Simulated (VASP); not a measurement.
# SnTe3 (Fm-3m) in VASP: notebook

Runs on SnTe3. Level: PBE. Tasks: single point.

Everything below comes from runs of VASP 6.6.1. Logs are shortened: lines on timing, memory, paths and dates and some standing lists are left out, and cuts for length are marked.

### 1 The cell of the first run

Symmetry: Fm-3m, No. 225, cubic system. Conventional cell: a = 7.722 Å, b = 7.722 Å, c = 7.722 Å, α = 90.00°, β = 90.00°, γ = 90.00°. Within 4.4 Å of Sn (site symmetry m-3m) lie 14 Te at 3.34 to 3.86 Å. Within 4.4 Å of Te (site symmetry -43m) lie 4 Sn at 3.34 Å and 10 Te at 3.34 to 3.86 Å. Te (site symmetry m-3m) has 8 Te at 3.34 Å and 6 Sn at 3.86 Å within 4.4 Å.

### 2 Single point, PBE

The input, INCAR:

```
SYSTEM = SnTe3
PREC     = Accurate       ! precision mode
ENCUT    = 520            ! plane-wave cutoff, eV
EDIFF    = 1E-6           ! SCF threshold, eV
ISMEAR   = -1             ! smearing method
SIGMA    = 0.05           ! smearing width, eV
LREAL    = .FALSE.        ! projectors in reciprocal space
LASPH    = .TRUE.         ! aspherical terms in the spheres
NELM     = 60             ! most SCF steps
ALGO     = Normal         ! electronic algorithm
ISIF     = 2              ! what is computed and relaxed
LWAVE    = .FALSE.        ! write WAVECAR
LCHARG   = .FALSE.        ! write CHGCAR
GGA      = PE             ! functional
NBANDS   = 24             ! bands
```

The input, KPOINTS:

```
Automatic mesh
0
G
  4 4 4
  0 0 0
```

The input, POSCAR:

```
SnTe3
1.0
    0.0000000000      3.8612200000      3.8612200000
    3.8612200000      0.0000000000      3.8612200000
    3.8612200000      3.8612200000      0.0000000000
Sn Te
1 3
Direct
    0.0000000000      0.0000000000      0.0000000000
    0.2500000000      0.2500000000      0.2500000000
    0.7500000000      0.7500000000      0.7500000000
    0.5000000000      0.5000000000      0.5000000000
```

Potentials or basis: VASP PAW PBE potentials, release 64 (Sn_d, Te).

On the command line:

```console
$ cat potpaw_PBE.64/Sn_d/POTCAR potpaw_PBE.64/Te/POTCAR > POTCAR
$ mpirun -np 1 vasp_std > vasp.out
```

OUTCAR:

```text
SYSTEM = SnTe3
   PREC = Accurate
   ENCUT = 520
   EDIFF = 1E-6
   ISMEAR = -1
   LREAL = .FALSE.
   LASPH = .TRUE.
   NELM = 60
   ISIF = 2
   GGA = PE

 ion  position               nearest neighbor table
   1  0.000  0.000  0.000-   3 3.34   3 3.34   3 3.34   2 3.34   3 3.34   2 3.34   2 3.34   2 3.34

   2  0.250  0.250  0.250-   1 3.34   1 3.34   1 3.34   1 3.34   4 3.34   4 3.34   4 3.34   4 3.34

   3  0.750  0.750  0.750-   4 3.34   4 3.34   4 3.34   1 3.34   4 3.34   1 3.34   1 3.34   1 3.34

   4  0.500  0.500  0.500-   2 3.34   2 3.34   2 3.34   2 3.34   3 3.34   3 3.34   3 3.34   3 3.34

  LATTYP: Found a face centered cubic cell.
 ALAT       =     7.7224400000

  Lattice vectors:

 A1 = (   0.0000000000,   3.8612200000,   3.8612200000)
 A2 = (   3.8612200000,   0.0000000000,   3.8612200000)
 A3 = (   3.8612200000,   3.8612200000,   0.0000000000)

Analysis of symmetry for initial positions (statically):
=====================================================================
 Subroutine PRICEL returns:
 Original cell was already a primitive cell.

 Routine SETGRP: Setting up the symmetry group for a
 face centered cubic supercell.

 Subroutine GETGRP returns: Found 48 space group operations
 (whereof 48 operations were pure point group operations)
 out of a pool of 48 trial point group operations.

The static configuration has the point symmetry O_h .

Analysis of symmetry for dynamics (positions and initial velocities):
=====================================================================
 Subroutine PRICEL returns:
 Original cell was already a primitive cell.

 Routine SETGRP: Setting up the symmetry group for a
 face centered cubic supercell.

 Subroutine GETGRP returns: Found 48 space group operations
 (whereof 48 operations were pure point group operations)
 out of a pool of 48 trial point group operations.

The dynamic configuration has the point symmetry O_h .

 Subroutine INISYM returns: Found 48 space group operations
 (whereof 48 operations are pure point group operations),
 and found     1 'primitive' translations

----------------------------------------------------------------------------------------

                                     Primitive cell
[... 72 lines left out ...]
   ISPIN  =      1    spin polarized calculation?
   LNONCOLLINEAR =      F non collinear calculations
   LSORBIT =      F    spin-orbit coupling
   LASPH  =      T    aspherical Exc in radial PAW
   ENCUT  =  520.0 eV  38.22 Ry    6.18 a.u.  10.15 10.15 10.15*2*pi/ulx,y,z
   NELM   =     60;   NELMIN=  2; NELMDL= -5     # of ELM steps
   EDIFF  = 0.1E-05   stopping-criterion for ELM
   LREAL  =      F    real-space projection
   EDIFFG = 0.1E-04   stopping-criterion for IOM
   NSW    =      0    number of steps for IOM
   IBRION =     -1    ionic relax: 0-MD 1-quasi-New 2-CG
   NFREE  =      0    steps in history (QN), initial steepest desc. (CG)
   ISIF   =      2    stress and relaxation
   ISYM   =      2    0-nonsym 1-usesym 2-fastsym
   POTIM  = 0.5000    time-step for ionic-motion
   TEBEG  =    0.0;   TEEND  =   0.0 temperature during run
   PSTRESS=    0.0 pullay stress
   NELECT =      32.0000    total number of electrons
   NUPDOWN=      -1.0000    fix difference up-down
   EMIN   =  10.00;   EMAX   =-10.00  energy-range for DOS
   EFERMI =   0.00;   METHOD = LEGACY
   ISMEAR =    -1;   SIGMA  =   0.05  broadening in eV -4-tet -1-fermi 0-gaus
   EFERMI_NEDOS =   21; number of points for ismear=-14 and -15
   IALGO  =     38    algorithm
   IMIX   =      4    mixing-type and parameters
     AMIX     =   0.40;   BMIX     =  1.00
     AMIX_MAG =   1.60;   BMIX_MAG =  1.00
  volume/ion in A,a.u.               =      28.78       194.24
  Fermi-wavevector in a.u.,A,eV,Ry     =   1.068375  2.018936 15.530024  1.141425
  Thomas-Fermi vector in A             =   2.204021
   LORBIT       =      0    0 simple, 1 ext, 2 COOP (PROOUT), +10 PAW based schemes
   GGA     = PE    functional components
   LHFCALC =     F    Hartree Fock is set to
   AEXX    =    0.0000 exact exchange contribution
   IVDW    =     0    specifies the selected vdW correction
   LEPSILON=     F    determine dielectric tensor
   LRPA    =     F    only Hartree local field effects (RPA)
 non-spin polarized calculation
  energy-cutoff  :      520.00
  volume of cell :      115.13
 maximum number of plane-waves:      3138
 NGX is ok and might be reduce to    42
   NGX = 21   NGY = 21   NGZ = 21

 number of electron      31.9999997 magnetization

 Free energy of the ion-electron system (eV)
  ---------------------------------------------------
  ext. energy  EPLUGINS =         0.00000000
  ---------------------------------------------------
  free energy    TOTEN  =       -12.64603527 eV

  energy without entropy =      -12.60224996  energy(sigma->0) =      -12.62414262

 E-fermi :   7.7661     XC(G=0): -10.0329

 val. band max:        7.7584207436   @ k =   0.2500   0.2500   0.0000
 cond. band min:       7.7678112215   @ k =   0.5000   0.5000   0.0000
 fundamental gap:      0.0093904780
 Fermi energy:         7.7661494371

 k-point     1 :       0.0000    0.0000    0.0000
  band No.  band energies     occupation
      1     -13.9095      2.00000
      2     -13.9095      2.00000
      3     -13.9095      2.00000
      4     -13.9056      2.00000
      5     -13.9056      2.00000
      6      -5.7468      2.00000
[... 205 lines left out ...]
     23      14.4617      0.00000
     24      14.7853      0.00000

------------------------ aborting loop because EDIFF is reached ----------------------------------------

  FORCE on cell =-STRESS in cart. coord.  units (eV):
  Direction    XX          YY          ZZ          XY          YZ          ZX
  --------------------------------------------------------------------------------------
  -------------------------------------------------------------------------------------
  Total        0.2381413      0.2381413      0.2381413      0.0000000      0.0000000     -0.0000000
  in kB        3.3139170      3.3139170      3.3139170      0.0000000      0.0000000     -0.0000000
  external PRESSURE =       3.3139170 kB  Pullay stress =       0.0000000 kB

 VOLUME and BASIS-vectors are now :
 -----------------------------------------------------------------------------
  energy-cutoff  :      520.00
  volume of cell :      115.13
      direct lattice vectors                 reciprocal lattice vectors
     0.000000000  3.861220000  3.861220000    -0.129492751  0.129492751  0.129492751
     3.861220000  0.000000000  3.861220000     0.129492751 -0.129492751  0.129492751
     3.861220000  3.861220000  0.000000000     0.129492751  0.129492751 -0.129492751

 POSITION                                       TOTAL-FORCE (eV/Angst)
 -----------------------------------------------------------------------------------
      0.00000      0.00000      0.00000        -0.000000      0.000000     -0.000000
      1.93061      1.93061      1.93061         0.000000      0.000000      0.000000
      5.79183      5.79183      5.79183        -0.000000     -0.000000     -0.000000
      3.86122      3.86122      3.86122        -0.000000      0.000000     -0.000000
 -----------------------------------------------------------------------------------
    total drift:                               -0.000000      0.000000      0.000000

  FREE ENERGIE OF THE ION-ELECTRON SYSTEM (eV)
  ---------------------------------------------------
  free  energy   TOTEN  =       -12.6460352726 eV

  energy  without entropy=      -12.6022499577  energy(sigma->0) =      -12.62414262
```

OSZICAR:

```text
N       E                     dE             d eps       ncg     rms          rms(c)
DAV:   1     0.229515211064E+03    0.22952E+03   -0.13360E+04   384   0.135E+03
DAV:   2     0.120431252851E+02   -0.21747E+03   -0.20390E+03   408   0.344E+02
DAV:   3    -0.117552456560E+02   -0.23798E+02   -0.22718E+02   472   0.102E+02
DAV:   4    -0.126773281535E+02   -0.92208E+00   -0.91906E+00   440   0.212E+01
DAV:   5    -0.127133574208E+02   -0.36029E-01   -0.36028E-01   584   0.441E+00    0.105E+01
DAV:   6    -0.126439689963E+02    0.69388E-01   -0.18119E-01   488   0.228E+00    0.652E+00
DAV:   7    -0.126456552858E+02   -0.16863E-02   -0.45268E-02   504   0.117E+00    0.204E+00
DAV:   8    -0.126460964541E+02   -0.44117E-03   -0.30408E-03   432   0.319E-01    0.434E-01
DAV:   9    -0.126460452320E+02    0.51222E-04   -0.48305E-04   520   0.183E-01    0.210E-01
DAV:  10    -0.126460429492E+02    0.22828E-05   -0.77180E-05   440   0.537E-02    0.304E-02
DAV:  11    -0.126460362308E+02    0.67184E-05   -0.15043E-05   520   0.389E-02    0.104E-02
DAV:  12    -0.126460352726E+02    0.95817E-06   -0.14158E-06   368   0.708E-03
   1 F= -.12646035E+02 E0= -.12624143E+02  d E =-.437853E-01
```

stdout:

```text
POSCAR found type information on POSCAR SnTe
 POSCAR found :  2 types and       4 ions
 scaLAPACK will be used
 LDA part: xc-table for (Slater+PW92), standard interpolation
 POSCAR, INCAR and KPOINTS ok, starting setup
 FFT: planning ... GRIDC
 FFT: planning ... GRID_SOFT
 FFT: planning ... GRID
 WAVECAR not read
 entering main loop
```

Wall time 28 s (1 thread of AMD EPYC 7R43 (Zen 3), shared host); peak memory 0.22 GiB.

Results:

| Property | Result |
| --- | --- |
| Free energy | -12.6460 eV |
| Pressure | 0.3 GPa |
| Band gap on the k mesh | zero (band 16 reaches 8.10 eV, above the bottom of band 17 at 5.89 eV) |

Caveat: spin-orbit coupling is left out, which moves the levels of the heavy elements.

### 3 Single point, PBE

This run uses another cell than the first one, of 30.22 Å³/atom, 1.050 times its volume.

The input, INCAR:

```
PREC     = Accurate       # precision mode
ENCUT    = 520            # plane-wave cutoff, eV
EDIFF    = 1E-7           # SCF threshold, eV
ISMEAR   = -1             # smearing method
SIGMA    = 0.05           # smearing width, eV
LREAL    = False          # projectors in reciprocal space
LASPH    = True           # aspherical terms in the spheres
NELM     = 80             # most SCF steps
ALGO     = Normal         # electronic algorithm
ISIF     = 2              # what is computed and relaxed
LWAVE    = False          # write WAVECAR
LCHARG   = False          # write CHGCAR
GGA      = PE             # functional
NBANDS   = 24             # bands
```

The input, KPOINTS:

```
regular mesh
0
Gamma
  4 4 4
```

The input, POSCAR:

```
SnTe3
1.0
    0.0000000000      3.9245299409      3.9245299409
    3.9245299409      0.0000000000      3.9245299409
    3.9245299409      3.9245299409      0.0000000000
Sn Te
1 3
Direct
    0.0000000000      0.0000000000      0.0000000000
    0.2500000000      0.2500000000      0.2500000000
    0.7500000000      0.7500000000      0.7500000000
    0.5000000000      0.5000000000      0.5000000000
```

Potentials or basis: VASP PAW PBE potentials, release 64 (Sn_d, Te).

On the command line:

```console
$ cat potpaw_PBE.64/Sn_d/POTCAR potpaw_PBE.64/Te/POTCAR > POTCAR
$ mpirun -np 1 vasp_std > vasp.out
```

Run time: 30 s. Hardware: 1 thread of AMD EPYC 7R43 (Zen 3), shared host; peak memory 0.21 GiB.

The run converged. Its results:

* Free energy: -12.6174 eV
* Pressure: -1.9 GPa
* Band gap on the k mesh: zero (band 16 reaches 7.46 eV, above the bottom of band 17 at 5.40 eV)

Levels at points of the mesh, in eV from the Fermi level:
| k point | band 14 | band 15 | band 16 | band 17 | band 18 | band 19 |
| --- | --- | --- | --- | --- | --- | --- |
| (0.00, 0.00, 0.00) | -3.12 | -3.12 | -1.74 | -1.74 | -1.74 | 3.19 |
| (0.50, 0.00, 0.00) | -2.07 | -1.94 | 0.33 | 0.33 | 1.09 | 1.78 |
| (0.50, 0.50, 0.00) | -0.59 | -0.59 | -0.02 | 0.11 | 0.11 | 1.96 |

Caveat: spin-orbit coupling is left out, which moves the levels of the heavy elements.

### 4 Single point, PBE

This run uses another cell than the first one, of 31.66 Å³/atom, 1.100 times its volume.

The input, INCAR:

```
SYSTEM = SnTe3
  PREC = Accurate
  ENCUT = 520
  EDIFF = 1E-7
  ISMEAR = -1
  SIGMA = 0.05
  LREAL = .False.
  LASPH = .True.
  NELM = 100
  ALGO = Normal
  ISIF = 2
  LWAVE = .False.
  LCHARG = .False.
  GGA = PE
  NBANDS = 24
```

The input, KPOINTS:

```
Automatic mesh
0
Gamma
  4 4 4
  0 0 0
```

The input, POSCAR:

```
SnTe3
1.0
    0.0000000000      3.9858606274      3.9858606274
    3.9858606274      0.0000000000      3.9858606274
    3.9858606274      3.9858606274      0.0000000000
Sn Te
1 3
Direct
    0.0000000000      0.0000000000      0.0000000000
    0.2500000000      0.2500000000      0.2500000000
    0.7500000000      0.7500000000      0.7500000000
    0.5000000000      0.5000000000      0.5000000000
```

Potentials or basis: VASP PAW PBE potentials, release 64 (Sn_d, Te).

On the command line:

```console
$ cat potpaw_PBE.64/Sn_d/POTCAR potpaw_PBE.64/Te/POTCAR > POTCAR
$ mpirun -np 1 vasp_std > vasp.out
```

OUTCAR:

```text
SYSTEM = SnTe3
   PREC = Accurate
   ENCUT = 520
   EDIFF = 1E-7
   ISMEAR = -1
   LREAL = .False.
   LASPH = .True.
   NELM = 100
   ISIF = 2
   GGA = PE

 ion  position               nearest neighbor table
   1  0.000  0.000  0.000-   3 3.45   3 3.45   3 3.45   2 3.45   3 3.45   2 3.45   2 3.45   2 3.45

   2  0.250  0.250  0.250-   1 3.45   1 3.45   1 3.45   1 3.45   4 3.45   4 3.45   4 3.45   4 3.45

   3  0.750  0.750  0.750-   4 3.45   4 3.45   4 3.45   1 3.45   4 3.45   1 3.45   1 3.45   1 3.45

   4  0.500  0.500  0.500-   2 3.45   2 3.45   2 3.45   2 3.45   3 3.45   3 3.45   3 3.45   3 3.45

  LATTYP: Found a face centered cubic cell.
 ALAT       =     7.9717212548

  Lattice vectors:

 A1 = (   0.0000000000,   3.9858606274,   3.9858606274)
 A2 = (   3.9858606274,   0.0000000000,   3.9858606274)
 A3 = (   3.9858606274,   3.9858606274,   0.0000000000)

Analysis of symmetry for initial positions (statically):
=====================================================================
 Subroutine PRICEL returns:
 Original cell was already a primitive cell.
[... 154 lines left out ...]

  energy without entropy =      -12.47280920  energy(sigma->0) =      -12.49640218

 E-fermi :   6.5530     XC(G=0):  -9.6057

 val. band max:        6.5200578389   @ k =   0.5000   0.5000   0.0000
 cond. band min:       6.5791476723   @ k =   0.5000   0.2500   0.0000
 fundamental gap:      0.0590898334
 Fermi energy:         6.5530467415

 k-point     1 :       0.0000    0.0000    0.0000
  band No.  band energies     occupation
      1     -15.1726      2.00000
      2     -15.1726      2.00000
      3     -15.1726      2.00000
      4     -15.1716      2.00000
      5     -15.1716      2.00000
      6      -6.2845      2.00000
[... 205 lines left out ...]
     23      13.1152      0.00000
     24      13.4025      0.00000

------------------------ aborting loop because EDIFF is reached ----------------------------------------

  FORCE on cell =-STRESS in cart. coord.  units (eV):
  Direction    XX          YY          ZZ          XY          YZ          ZX
  --------------------------------------------------------------------------------------
  -------------------------------------------------------------------------------------
  Total       -2.7840325     -2.7840325     -2.7840325     -0.0000000      0.0000000     -0.0000000
  in kB      -35.2199354    -35.2199354    -35.2199354     -0.0000000      0.0000000     -0.0000000
  external PRESSURE =     -35.2199354 kB  Pullay stress =       0.0000000 kB

 VOLUME and BASIS-vectors are now :
 -----------------------------------------------------------------------------
  energy-cutoff  :      520.00
  volume of cell :      126.65
      direct lattice vectors                 reciprocal lattice vectors
     0.000000000  3.985860627  3.985860627    -0.125443423  0.125443423  0.125443423
     3.985860627  0.000000000  3.985860627     0.125443423 -0.125443423  0.125443423
     3.985860627  3.985860627  0.000000000     0.125443423  0.125443423 -0.125443423

 POSITION                                       TOTAL-FORCE (eV/Angst)
 -----------------------------------------------------------------------------------
      0.00000      0.00000      0.00000         0.000000      0.000000      0.000000
      1.99293      1.99293      1.99293        -0.000000      0.000000      0.000000
      5.97879      5.97879      5.97879         0.000000     -0.000000     -0.000000
      3.98586      3.98586      3.98586         0.000000      0.000000      0.000000
 -----------------------------------------------------------------------------------
    total drift:                               -0.000000      0.000000      0.000000

  FREE ENERGIE OF THE ION-ELECTRON SYSTEM (eV)
  ---------------------------------------------------
  free  energy   TOTEN  =       -12.5199951526 eV

  energy  without entropy=      -12.4728092019  energy(sigma->0) =      -12.49640218
```

OSZICAR:

```text
N       E                     dE             d eps       ncg     rms          rms(c)
DAV:   1     0.223371589692E+03    0.22337E+03   -0.13221E+04   392   0.133E+03
DAV:   2     0.125961292627E+02   -0.21078E+03   -0.19817E+03   392   0.321E+02
DAV:   3    -0.116085306667E+02   -0.24205E+02   -0.22687E+02   496   0.998E+01
DAV:   4    -0.125718381530E+02   -0.96331E+00   -0.96096E+00   440   0.210E+01
DAV:   5    -0.126094081263E+02   -0.37570E-01   -0.37569E-01   592   0.439E+00    0.840E+00
DAV:   6    -0.125199030085E+02    0.89505E-01   -0.19368E-01   504   0.264E+00    0.533E+00
DAV:   7    -0.125194928153E+02    0.41019E-03   -0.56758E-02   488   0.123E+00    0.228E+00
DAV:   8    -0.125200822847E+02   -0.58947E-03   -0.71569E-03   472   0.449E-01    0.359E-01
DAV:   9    -0.125199970866E+02    0.85198E-04   -0.85190E-04   520   0.215E-01    0.249E-01
DAV:  10    -0.125200074142E+02   -0.10328E-04   -0.11460E-04   472   0.663E-02    0.103E-01
DAV:  11    -0.125199961309E+02    0.11283E-04   -0.31450E-05   544   0.459E-02    0.270E-02
DAV:  12    -0.125199950903E+02    0.10406E-05   -0.25697E-06   488   0.102E-02    0.103E-02
DAV:  13    -0.125199951526E+02   -0.62335E-07   -0.35262E-07   488   0.280E-03
   1 F= -.12519995E+02 E0= -.12496402E+02  d E =-.471860E-01
```

stdout:

```text
POSCAR found type information on POSCAR SnTe
 POSCAR found :  2 types and       4 ions
 scaLAPACK will be used
 LDA part: xc-table for (Slater+PW92), standard interpolation
 POSCAR, INCAR and KPOINTS ok, starting setup
 FFT: planning ... GRIDC
 FFT: planning ... GRID_SOFT
 FFT: planning ... GRID
 WAVECAR not read
 entering main loop
```

Run time: 31 s. Hardware: 1 thread of AMD EPYC 7R43 (Zen 3), shared host; peak memory 0.22 GiB.

Results:

- Free energy: -12.5200 eV
- Pressure: -3.5 GPa
- Band gap on the k mesh: zero (band 16 reaches 6.87 eV, above the bottom of band 17 at 4.94 eV)

Caveat: spin-orbit coupling is left out, which moves the levels of the heavy elements.

### 5 Summary

| cell | gap on the mesh (eV) | pressure (GPa) |
| --- | --- | --- |
| a = 5.461 Å, angles 60.0°, 4 atoms | none | 0.3 |
| a = 5.550 Å, angles 60.0°, 4 atoms | none | -1.9 |
| a = 5.637 Å, angles 60.0°, 4 atoms | none | -3.5 |

Alike in all rows: task single point; level PBE; potentials or basis VASP PAW PBE potentials, release 64 (Sn_d, Te); no spin polarisation; k mesh 4 × 4 × 4; cutoff (eV) 520; smearing fermi-dirac 0.05 eV.

Caveats: spin-orbit coupling is left out, which moves the levels of the heavy elements.

Total energies depend on the potentials used, so only differences within one code and one set of settings carry meaning.
